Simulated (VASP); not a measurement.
**Nb: single point with PBEsol**

Crystal: Nb.

```xyz
1
Lattice="-1.7139 1.7139 1.6140 1.7139 -1.7139 1.6140 1.7139 1.7139 -1.6140" Properties=species:S:1:pos:R:3 pbc="T T T"
Nb    0.0000    0.0000    0.0000
```

This cell differs from its parent crystal: strain +0.030 along x and y, -0.030 along z.

```
Program                : VASP 6.6.1
Task                   : single point
Functional             : PBEsol
Potentials or basis    : VASP PAW PBE potentials, release 64 (Nb_sv)
Cutoff                 : 520 eV
k mesh                 : 20 × 20 × 20
Occupations            : gaussian, width 0.15 eV
Spin                   : no spin polarisation
Dipole correction      : no
Further INCAR settings : ALGO = Fast; EDIFF = 1e-06; NBANDS = 12
```

```json
{
 "Pressure": "-12.6 GPa",
 "Band gap on the k mesh": "zero (an odd number of electrons rules out a gap without spin polarisation)"
}
```

Stress tensor (GPa, compression positive):
```
-14.10   0.00   0.00
  0.00 -14.10   0.00
  0.00   0.00  -9.53
```

Levels at points of the mesh, in eV from the Fermi level:
```tsv
k point	band 4	band 5	band 6	band 7	band 8	band 9
(0.00, 0.00, 0.00)	-29.77	-5.88	-0.03	0.61	0.61	2.64
(0.50, 0.00, 0.00)	-29.80	-3.56	-1.74	2.19	3.15	4.13
(0.50, 0.50, 0.00)	-29.74	-3.51	-1.05	1.76	2.55	3.50
(0.50, 0.50, 0.50)	-30.47	-3.52	-3.39	5.22	5.22	5.43
```

It took 5.2 min on 1 thread of Intel Xeon 8259CL (shared host), peak memory 0.26 GiB.

Caveat: the cell differs from its parent crystal (strain +0.030 along x and y, -0.030 along z); the cell stands under tension; the PAW data sets were made with another functional, which shifts forces and pressure a little.
